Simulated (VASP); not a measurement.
# BN (F-43m) in VASP: notebook

The runs below take BN through single point, relaxation of cell and atoms, with LDA.

All numbers are computed with VASP 6.6.1; they aren't measurements. Logs are shortened: lines on timing, memory, paths and dates and some standing lists are left out, and cuts for length are marked.

## 1. The cell of the first run

It takes space group F-43m (No. 216, cubic). The conventional cell has a = 3.580 Å, b = 3.580 Å, c = 3.580 Å, α = 90.00°, β = 90.00°, γ = 90.00°. B (site symmetry -43m) has 4 N at 1.55 Å within 2.1 Å. N (site symmetry -43m) has 4 B at 1.55 Å within 2.1 Å.

## 2. Single point, LDA

The input, INCAR:

```
SYSTEM = BN
PREC = Accurate
ENCUT = 600
EDIFF = 1E-6
ISMEAR = 0
SIGMA = 0.05
LREAL = .FALSE.
LASPH = .TRUE.
NELM = 120
ALGO = Normal
ISIF = 2
LWAVE = .FALSE.
LCHARG = .FALSE.
NBANDS = 11
GGA_COMPAT = .FALSE.
```

The input, KPOINTS:

```
regular mesh
0
G
  12 12 12
  0 0 0
```

The input, POSCAR:

```
BN
1.0
    0.0000000000      1.7899977716      1.7899977716
    1.7899977716      0.0000000000      1.7899977716
    1.7899977716      1.7899977716      0.0000000000
B N
1 1
Direct
    0.0000000000      0.0000000000      0.0000000000
    0.7500000000      0.7500000000      0.7500000000
```

Potentials or basis: VASP PAW LDA potentials, release 64 (B, N).

The run is started by

```console
$ cat potpaw_LDA.64/B/POTCAR potpaw_LDA.64/N/POTCAR > POTCAR
$ mpirun -np 1 vasp_std > vasp.out
```

OUTCAR:

```text
SYSTEM = BN
   PREC = Accurate
   ENCUT = 600
   EDIFF = 1E-6
   ISMEAR = 0
   LREAL = .FALSE.
   LASPH = .TRUE.
   NELM = 120
   ISIF = 2

 ion  position               nearest neighbor table
   1  0.000  0.000  0.000-   2 1.55   2 1.55   2 1.55   2 1.55
   2  0.750  0.750  0.750-   1 1.55   1 1.55   1 1.55   1 1.55

  LATTYP: Found a face centered cubic cell.
 ALAT       =     3.5799955432

  Lattice vectors:

 A1 = (   0.0000000000,   1.7899977716,   1.7899977716)
 A2 = (   1.7899977716,   0.0000000000,   1.7899977716)
 A3 = (   1.7899977716,   1.7899977716,   0.0000000000)

Analysis of symmetry for initial positions (statically):
=====================================================================
 Subroutine PRICEL returns:
 Original cell was already a primitive cell.

 Routine SETGRP: Setting up the symmetry group for a
 face centered cubic supercell.

 Subroutine GETGRP returns: Found 24 space group operations
 (whereof 24 operations were pure point group operations)
 out of a pool of 48 trial point group operations.

The static configuration has the point symmetry T_d .

Analysis of symmetry for dynamics (positions and initial velocities):
=====================================================================
 Subroutine PRICEL returns:
 Original cell was already a primitive cell.

 Routine SETGRP: Setting up the symmetry group for a
 face centered cubic supercell.

 Subroutine GETGRP returns: Found 24 space group operations
 (whereof 24 operations were pure point group operations)
 out of a pool of 48 trial point group operations.

The dynamic configuration has the point symmetry T_d .

 Subroutine INISYM returns: Found 24 space group operations
 (whereof 24 operations are pure point group operations),
 and found     1 'primitive' translations

----------------------------------------------------------------------------------------

                                     Primitive cell

  volume of cell :      11.4706

  direct lattice vectors                    reciprocal lattice vectors
     0.000000000  1.789997772  1.789997772    -0.279329957  0.279329957  0.279329957
     1.789997772  0.000000000  1.789997772     0.279329957 -0.279329957  0.279329957
     1.789997772  1.789997772  0.000000000     0.279329957  0.279329957 -0.279329957

  length of vectors
     2.531439125  2.531439125  2.531439125     0.483813677  0.483813677  0.483813677

  position of ions in fractional coordinates (direct lattice)
     0.000000000  0.000000000  0.000000000
     0.750000000  0.750000000  0.750000000

[... 85 lines left out ...]
   TEBEG  =    0.0;   TEEND  =   0.0 temperature during run
   PSTRESS=    0.0 pullay stress
   NELECT =       8.0000    total number of electrons
   NUPDOWN=      -1.0000    fix difference up-down
   EMIN   =  10.00;   EMAX   =-10.00  energy-range for DOS
   EFERMI =   0.00;   METHOD = LEGACY
   ISMEAR =     0;   SIGMA  =   0.05  broadening in eV -4-tet -1-fermi 0-gaus
   EFERMI_NEDOS =   21; number of points for ismear=-14 and -15
   IALGO  =     38    algorithm
   IMIX   =      4    mixing-type and parameters
     AMIX     =   0.40;   BMIX     =  1.00
     AMIX_MAG =   1.60;   BMIX_MAG =  1.00
  volume/ion in A,a.u.               =       5.74        38.70
  Fermi-wavevector in a.u.,A,eV,Ry     =   1.451807  2.743518 28.677608  2.107745
  Thomas-Fermi vector in A             =   2.569262
   LORBIT       =      0    0 simple, 1 ext, 2 COOP (PROOUT), +10 PAW based schemes
   GGA     = CA    functional components
   LHFCALC =     F    Hartree Fock is set to
   AEXX    =    0.0000 exact exchange contribution
   IVDW    =     0    specifies the selected vdW correction
   LEPSILON=     F    determine dielectric tensor
   LRPA    =     F    only Hartree local field effects (RPA)
 non-spin polarized calculation
 Gauss-broadening in eV      SIGMA  =   0.05
  energy-cutoff  :      600.00
  volume of cell :       11.47
 maximum number of plane-waves:       392
   NGX = 11   NGY = 11   NGZ = 11

 number of electron       7.9999999 magnetization

 Free energy of the ion-electron system (eV)
  ---------------------------------------------------
  ext. energy  EPLUGINS =         0.00000000
  ---------------------------------------------------
  free energy    TOTEN  =       -19.41624370 eV

  energy without entropy =      -19.41624370  energy(sigma->0) =      -19.41624370

 E-fermi :   8.0521     XC(G=0): -13.2457

 val. band max:        7.7574989241   @ k =   0.0000   0.0000   0.0000
 cond. band min:      12.1354963555   @ k =   0.5000   0.5000   0.0000
 fundamental gap:      4.3779974314
 Fermi energy:         8.0521315492

 k-point     1 :       0.0000    0.0000    0.0000
  band No.  band energies     occupation
      1     -12.6459      2.00000
      2       7.7575      2.00000
      3       7.7575      2.00000
      4       7.7575      2.00000
      5      16.5789      0.00000
      6      16.5789      0.00000
      7      16.5789      0.00000
      8      18.6756      0.00000
      9      32.8027      0.00000
     10      35.9066      0.00000
     11      35.9066      0.00000
[... 309 lines left out ...]
 k-point    24 :      -0.4167    0.1667    0.0000
  band No.  band energies     occupation
      1      -7.8487      2.00000
      2      -2.5114      2.00000
      3       3.5440      2.00000
      4       5.1017      2.00000
      5      17.0890      0.00000
      6      20.0737      0.00000
      7      20.3069      0.00000
      8      23.6580      0.00000
      9      28.8609      0.00000
     10      33.2999      0.00000
     11      34.7406      0.00000

 [... further k-points ...]

------------------------ aborting loop because EDIFF is reached ----------------------------------------

  FORCE on cell =-STRESS in cart. coord.  units (eV):
  Direction    XX          YY          ZZ          XY          YZ          ZX
  --------------------------------------------------------------------------------------
  -------------------------------------------------------------------------------------
  Total        0.0680600      0.0680600      0.0680600     -0.0000000      0.0000000      0.0000000
  in kB        9.5063823      9.5063823      9.5063823     -0.0000000      0.0000000      0.0000000
  external PRESSURE =       9.5063823 kB  Pullay stress =       0.0000000 kB

 VOLUME and BASIS-vectors are now :
 -----------------------------------------------------------------------------
  energy-cutoff  :      600.00
  volume of cell :       11.47
      direct lattice vectors                 reciprocal lattice vectors
     0.000000000  1.789997772  1.789997772    -0.279329957  0.279329957  0.279329957
     1.789997772  0.000000000  1.789997772     0.279329957 -0.279329957  0.279329957
     1.789997772  1.789997772  0.000000000     0.279329957  0.279329957 -0.279329957

 POSITION                                       TOTAL-FORCE (eV/Angst)
 -----------------------------------------------------------------------------------
      0.00000      0.00000      0.00000         0.000000      0.000000      0.000000
      2.68500      2.68500      2.68500        -0.000000     -0.000000     -0.000000
 -----------------------------------------------------------------------------------
    total drift:                                0.000000      0.000000      0.000000

  FREE ENERGIE OF THE ION-ELECTRON SYSTEM (eV)
  ---------------------------------------------------
  free  energy   TOTEN  =       -19.4162436998 eV

  energy  without entropy=      -19.4162436998  energy(sigma->0) =      -19.41624370
```

Wall time 6.8 s (1 thread of Intel Xeon 6975P-C (Granite Rapids), shared host); peak memory 0.12 GiB.

What came out:

| Quantity | Value |
| --- | --- |
| Free energy | -19.4162 eV |
| Pressure | 1.0 GPa |
| Band gap on the k mesh | 4.38 eV, indirect (least direct gap 8.82 eV) |

A k mesh can miss the band edges. LDA gaps usually lie below the measured ones, often by a third to a half.

## 3. Relaxation of cell and atoms, LDA

This run uses another cell than the first one, of 5.96 Å³/atom, 1.039 times its volume.

The input, INCAR:

```
ALGO = Normal
EDIFF = 1E-7
EDIFFG = -0.05
ENCUT = 600
GGA_COMPAT = F
IBRION = 2
ISIF = 3
ISMEAR = 0
LASPH = T
LCHARG = F
LREAL = F
LWAVE = F
NELM = 120
NELMIN = 4
NSW = 100
PREC = Accurate
SIGMA = 0.1
```

The input, KPOINTS:

```
k-points
0
Gamma
  10 10 10
```

The input, POSCAR:

```
BN
1.0
    0.0000000000      1.8130010000      1.8130010000
    1.8130010000      0.0000000000      1.8130010000
    1.8130010000      1.8130010000      0.0000000000
B N
1 1
Direct
    0.0000000000      0.0000000000      0.0000000000
    0.7500000000      0.7500000000      0.7500000000
```

Potentials or basis: VASP PAW LDA potentials, release 64 (B, N).

The run is started by

```console
$ cat potpaw_LDA.64/B/POTCAR potpaw_LDA.64/N/POTCAR > POTCAR
$ mpirun -np 1 vasp_std > vasp.out
```

Wall time 6.1 s (1 thread of Intel Xeon 6975P-C (Granite Rapids), shared host); peak memory 0.11 GiB.

Results (log left out):

| Quantity | Value |
| --- | --- |
| Free energy | -19.4176 eV |
| Relaxed volume | 5.75 Å³/atom |
| Relaxed cell | a = 2.533 Å, b = 2.533 Å, c = 2.533 Å, α = 60.00°, β = 60.00°, γ = 60.00° |
| Space group after relaxing (to 0.05 Å) | F-43m (No. 216) |
| Energy gained by relaxing | 9.2 meV/atom |
| Ionic steps | 3 |
| Pressure after relaxing | -0.1 GPa |
| Band gap on the k mesh | 4.38 eV, indirect (least direct gap 8.81 eV) |

The path:
| step | energy change (eV) | largest force (eV/Å) | pressure (GPa) | volume (Å³) |
| --- | --- | --- | --- | --- |
| 1 | 0.0000 | 0.0000 | -13.60 | 11.92 |
| 2 | 0.0027 | 0.0000 | 16.35 | 11.07 |
| 3 | -0.0185 | 0.0000 | -0.10 | 11.50 |

Final structure:
```
B N
1.0
     0.00000    1.79143    1.79143
     1.79143    0.00000    1.79143
     1.79143    1.79143    0.00000
B N
1 1
Cartesian
  0.0000 0.0000 0.0000
  2.6871 2.6871 2.6871
```

Levels at points of the mesh, in eV from the valence-band top:
```tsv
k point	band 1	band 2	band 3	band 4	band 5	band 6	band 7	band 8
(0.00, 0.00, 0.00)	-20.38	0.00	0.00	0.00	8.81	8.81	8.81	10.88
(0.50, 0.00, 0.00)	-15.96	-10.96	-2.00	-2.00	10.56	10.71	10.71	15.29
(0.50, 0.50, 0.00)	-14.55	-9.06	-5.06	-5.06	4.38	9.30	18.11	18.11
```

## 4. Relaxation of cell and atoms, LDA

The input, INCAR:

```
SYSTEM = BN
ALGO     = Normal         ! electronic algorithm
EDIFF    = 1E-7           ! SCF threshold, eV
EDIFFG   = -0.005         ! ionic threshold
ENCUT    = 600            ! plane-wave cutoff, eV
GGA_COMPAT= .False.      
IBRION   = 2              ! ionic algorithm
ISIF     = 3              ! what is computed and relaxed
ISMEAR   = 0              ! smearing method
LASPH    = .True.         ! aspherical terms in the spheres
LCHARG   = .False.        ! write CHGCAR
LREAL    = .False.        ! projectors in reciprocal space
LWAVE    = .False.        ! write WAVECAR
NELM     = 120            ! most SCF steps
NELMIN   = 4            
NSW      = 100            ! ionic steps
PREC     = Accurate       ! precision mode
SIGMA    = 0.02           ! smearing width, eV
```

The input, KPOINTS:

```
k-points
0
Gamma
  12 12 12
  0 0 0
```

The input, POSCAR:

```
BN
1.0
    0.0000000000      1.7894733831      1.7894733831
    1.7894733831      0.0000000000      1.7894733831
    1.7894733831      1.7894733831      0.0000000000
B N
1 1
Direct
    0.0000000000      0.0000000000      0.0000000000
    0.7500000000      0.7500000000      0.7500000000
```

The run is started by

```console
$ cat potpaw_LDA.64/B/POTCAR potpaw_LDA.64/N/POTCAR > POTCAR
$ mpirun -np 1 vasp_std > vasp.out
```

It took 6.3 s on 1 thread of Intel Xeon 6975P-C (Granite Rapids), shared host; peak memory 0.11 GiB.

Results (log left out):

| Item | Value |
| --- | --- |
| Free energy | -19.4163 eV |
| Relaxed volume | 5.75 Å³/atom |
| Relaxed cell | a = 2.533 Å, b = 2.533 Å, c = 2.533 Å, α = 60.00°, β = 60.00°, γ = 60.00° |
| Space group after relaxing (to 0.05 Å) | F-43m (No. 216) |
| Energy gained by relaxing | 0.1 meV/atom |
| Ionic steps | 3 |
| Pressure after relaxing | 0.0 GPa |
| Band gap on the k mesh | 4.38 eV, indirect (least direct gap 8.81 eV) |

The path:
| step | energy change (eV) | largest force (eV/Å) | pressure (GPa) | volume (Å³) |
| --- | --- | --- | --- | --- |
| 1 | 0.0000 | 0.0000 | 1.28 | 11.46 |
| 2 | 0.0000 | 0.0000 | -1.38 | 11.54 |
| 3 | -0.0001 | 0.0000 | 0.00 | 11.50 |

Final structure:
```
CELL_PARAMETERS angstrom
0.00000 1.79136 1.79136
1.79136 0.00000 1.79136
1.79136 1.79136 0.00000
ATOMIC_POSITIONS crystal
B 0.00000 0.00000 0.00000
N 0.75000 0.75000 0.75000
```

Levels at points of the mesh, in eV from the valence-band top:
| k point | band 1 | band 2 | band 3 | band 4 | band 5 | band 6 | band 7 | band 8 |
| --- | --- | --- | --- | --- | --- | --- | --- | --- |
| (0.00, 0.00, 0.00) | -20.38 | 0.00 | 0.00 | 0.00 | 8.81 | 8.81 | 8.81 | 10.88 |
| (0.50, 0.00, 0.00) | -15.97 | -10.96 | -2.00 | -2.00 | 10.56 | 10.71 | 10.71 | 15.29 |
| (0.50, 0.50, 0.00) | -14.55 | -9.06 | -5.06 | -5.06 | 4.38 | 9.30 | 18.11 | 18.11 |

## 5. Overview

| task | cell | k mesh | smearing | gap on the mesh (eV) | pressure (GPa) | relaxed volume (Å³/atom) |
| --- | --- | --- | --- | --- | --- | --- |
| single point | a = 2.531 Å, angles 60.0°, 2 atoms | 12 × 12 × 12 | gaussian 0.05 eV | 4.38 | 1.0 | - |
| relaxation of cell and atoms | relaxed from a = 2.564 Å, angles 60.0°, 2 atoms | 10 × 10 × 10 | gaussian 0.1 eV | 4.38 | -0.1 | 5.75 |
| relaxation of cell and atoms | relaxed from a = 2.531 Å, angles 60.0°, 2 atoms | 12 × 12 × 12 | gaussian 0.02 eV | 4.38 | 0.0 | 5.75 |

Alike in all rows: level LDA; potentials or basis VASP PAW LDA potentials, release 64 (B, N); no spin polarisation; cutoff (eV) 600.

Total energies depend on the potentials used, so only differences within one code and one set of settings carry meaning.
